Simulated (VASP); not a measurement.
Here is a VASP 6.6.1 calculation.

File INCAR:

```
PREC = Accurate
ENCUT = 520
EDIFF = 1E-6
ISMEAR = -1
SIGMA = 0.1
LREAL = False
LASPH = True
NELM = 80
ALGO = Normal
ISIF = 2
LWAVE = False
LCHARG = True
GGA = RP
LELF = True
LVHAR = True
NBANDS = 30
```

KPOINTS

```
regular mesh
0
Gamma
  11 11 15
```

File POSCAR:

```
Rh
1.0
    4.3663314846      0.0000000000      0.0000000000
   -2.1831657423      3.7813539870      0.0000000000
    0.0000000000      0.0000000000      2.6804489287
Rh
3
Direct
    0.0000000000      0.0000000000      0.0000000000
    0.3333333333      0.6666666667      0.5000000000
    0.6666666667      0.3333333333      0.5000000000
```

Potentials or basis: VASP PAW PBE potentials, release 64 (Rh_pv).

The run is started by

```sh
$ cat potpaw_PBE.64/Rh_pv/POTCAR > POTCAR
$ mpirun -np 1 vasp_std > vasp.out
```

(1) What does it give for the band gap on the k mesh?

(2) Estimate the pressure.

Results:

(1) zero (an odd number of electrons rules out a gap without spin polarisation).

(2) 0.0 GPa.

Caveat: the PAW data sets were made with another functional, which shifts forces and pressure a little.
